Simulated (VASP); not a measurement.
Here is a VASP 6.6.1 calculation.

INCAR

```
SYSTEM = SnO
  ALGO = Normal
  EDIFF = 1E-7
  ENCUT = 520
  ISIF = 2
  ISMEAR = -1
  LASPH = .TRUE.
  LCHARG = .FALSE.
  LREAL = .FALSE.
  LWAVE = .FALSE.
  NBANDS = 28
  NELM = 80
  PREC = Accurate
  SIGMA = 0.05
```

The input KPOINTS:

```
k-points
0
G
  7 7 6
  0 0 0
```

Contents of POSCAR:

```
SnO
1.0
    3.8884925471      0.0000000000      0.0000000000
    0.0000000000      3.8884925471      0.0000000000
    0.0000000000      0.0000000000      4.9827594627
Sn O
2 2
Direct
    0.5000000000      0.0000000000      0.7646261400
    0.0000000000      0.5000000000      0.2353738600
    0.0000000000      0.0000000000      0.0000000000
    0.5000000000      0.5000000000      0.0000000000
```

Potentials or basis: VASP PAW LDA potentials, release 64 (Sn_d, O).

Launch:

```bash
$ cat potpaw_LDA.64/Sn_d/POTCAR potpaw_LDA.64/O/POTCAR > POTCAR
$ mpirun -np 1 vasp_std > vasp.out
```

(1) Predict the pressure.

(2) Estimate the largest force.

(3) What does it give for the band gap on the k mesh?

Answers

(1) -7.5 GPa.

(2) 0.862 eV/Å.

(3) 0.62 eV, indirect (least direct gap 1.95 eV).

Caveat: spin-orbit coupling is left out, which moves the levels of the heavy elements.
